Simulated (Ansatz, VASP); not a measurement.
**Cl in VASP and in Ansatz**

```xyz
12
Lattice="3.6512 2.1080 8.5976 -3.6512 2.1080 8.5976 0.0000 -4.2160 8.5976" Properties=species:S:1:pos:R:3 pbc="T T T"
Cl   -1.7938    1.0357    5.3015
Cl    0.0000   -2.0713    5.3015
Cl    1.7938    1.0357    5.3015
Cl    1.7938   -1.0357   20.4913
Cl   -1.7938   -1.0357   20.4913
Cl    0.0000    2.0713   20.4913
Cl   -1.3444    0.7762    8.5438
Cl    0.0000   -1.5524    8.5438
Cl    1.3444    0.7762    8.5438
Cl    1.3444   -0.7762   17.2490
Cl   -1.3444   -0.7762   17.2490
Cl    0.0000    1.5524   17.2490
```

Alike in both runs: functional PBE; k mesh 6 × 6 × 6; occupations gaussian, width 0.1 eV; no spin polarisation.

Ansatz relaxed the structure, and its values are those at the end. VASP's run is a single point on that final structure, the one shown.

```csv
,VASP,Ansatz
version,VASP 6.6.1,Ansatz 0.2.0
potentials or method,"VASP PAW PBE potentials, release 64 (Cl), cutoff 520 eV","scalar-relativistic, plane waves, PAW"
valence electrons in the cell,84,84
```

|  | VASP | Ansatz | Ansatz less VASP |
| --- | --- | --- | --- |
| gap on the k mesh at the Fermi level (eV) | none | none | - |
| pressure (GPa) | -0.2 | 0.0 | +0.21 |
| rms of the force components (eV/Å) | 0.077 | 0.000 | -0.0771 |

A gap of «none» marks a metal or a gap that the smearing closes. The functional is the same, so the differences come from potentials, cutoffs and numerics.
